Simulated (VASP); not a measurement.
Input of a VASP 6.6.1 run:

INCAR

```
PREC = Accurate ; ENCUT = 520
EDIFF = 1E-6 ; ISMEAR = 0
SIGMA = 0.15 ; LREAL = False
LASPH = True ; NELM = 100
ALGO = Normal ; ISIF = 2
LWAVE = False ; LCHARG = True
GGA = CA ; LELF = True
LVHAR = True ; NBANDS = 11
```

Contents of KPOINTS:

```
regular mesh
0
Gamma
  18 18 18
```

POSCAR

```
Hf
1.0
    0.0000000000      2.2200000000      2.2200000000
    2.0535000000      0.0000000000      2.2200000000
    2.0535000000      2.2200000000      0.0000000000
Hf
1
Direct
    0.0000000000      0.0000000000      0.0000000000
```

Potentials or basis: VASP PAW LDA potentials, release 64 (Hf_pv).

Command:

```sh
$ cat potpaw_LDA.64/Hf_pv/POTCAR > POTCAR
$ mpirun -np 1 vasp_std > vasp.out
```

(1) Estimate the band gap on the k mesh.

(2) What does it give for the pressure?

## Answers

(1) zero (bands 5 and 6 overlap by 1.97 eV).

(2) 2.8 GPa.

Caveat: the cell differs from its parent crystal (strain -0.0750 x Voigt [1, 0, 0, 0, 0, 0]); spin-orbit coupling is left out, which moves the levels of the heavy elements.
